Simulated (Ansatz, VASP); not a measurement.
**ZnS in VASP and in Ansatz**

```
Zn S
1.0
     0.00000    2.66408    2.62351
     2.66408    0.00000    2.62351
     2.66408    2.66408    0.00000
Zn S
1 1
Direct
  0.00000 0.00000 0.00000
  0.75000 0.75000 0.75000
```

Change from the starting cell: strain -0.015 along x and y, -0.030 along z, atoms carried along.

Alike in both runs: task single point; functional r2SCAN; k mesh 8 × 8 × 8; occupations gaussian, width 0.05 eV; no spin polarisation.

|  | VASP | Ansatz |
| --- | --- | --- |
| version | VASP 6.6.1 | Ansatz 0.2.0 |
| potentials or method | VASP PAW PBE potentials, release 64 (Zn, S), cutoff 520 eV | scalar-relativistic, plane waves, PAW |
| valence electrons in the cell | 18 | 18 |

```tsv
	VASP	Ansatz	Ansatz less VASP
gap on the k mesh at the Fermi level (eV)	2.91	2.90	-0.015
least direct gap on the mesh (eV)	2.91	2.90	-0.015
pressure (GPa)	4.3	4.3	-0.02
traceless stress, the component that is largest in VASP (GPa)	0.44	0.41	-0.033
```

VASP's potentials were made for PBE, not for r2SCAN. The functional is the same, so the differences come from potentials, cutoffs and numerics.
